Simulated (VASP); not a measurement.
Runs of VASP 6.6.1 on GePt. The structure is that of space group Fm-3m (No. 225), or close to it. The cells are those of the table. The cell was built from a structure type or drawn by symmetry, and may not be a known phase.

```csv
task,cell,k mesh,cutoff (eV),gap on the mesh (eV),pressure (GPa),relaxed volume (Å³/atom)
single point,"a = 3.684 Å, angles 60.0°, 2 atoms",6 × 6 × 6,520,none,(a),-
single point,"a = 3.647 Å, angles 60.0°, 2 atoms",6 × 6 × 6,520,none,4.2,-
single point,"a = 3.686 Å, angles 60.0°, 2 atoms",18 × 18 × 18,520,none,0.0,-
relaxation of cell and atoms,"relaxed from a = 3.647 Å, angles 60.0°, 2 atoms",6 × 6 × 6,600,none,0.0,17.67
relaxation of cell and atoms,"relaxed from a = 3.684 Å, angles 60.0°, 2 atoms",18 × 18 × 18,600,none,0.0,17.70
```

Alike in all rows: level PBE; potentials or basis VASP PAW PBE potentials, release 64 (Ge_d, Pt); no spin polarisation; smearing gaussian 0.1 eV.

**Question.** Estimate the missing entries.

**Answer.** (a) -0.1.

Caveats: spin-orbit coupling is left out, which moves the levels of the heavy elements; the cell stands under pressure (at least some runs).

A k mesh can miss the band edges, and the runs leave out spin-orbit coupling on Ge, Pt.

A gap of «none» marks levels without a gap at the run's occupations.
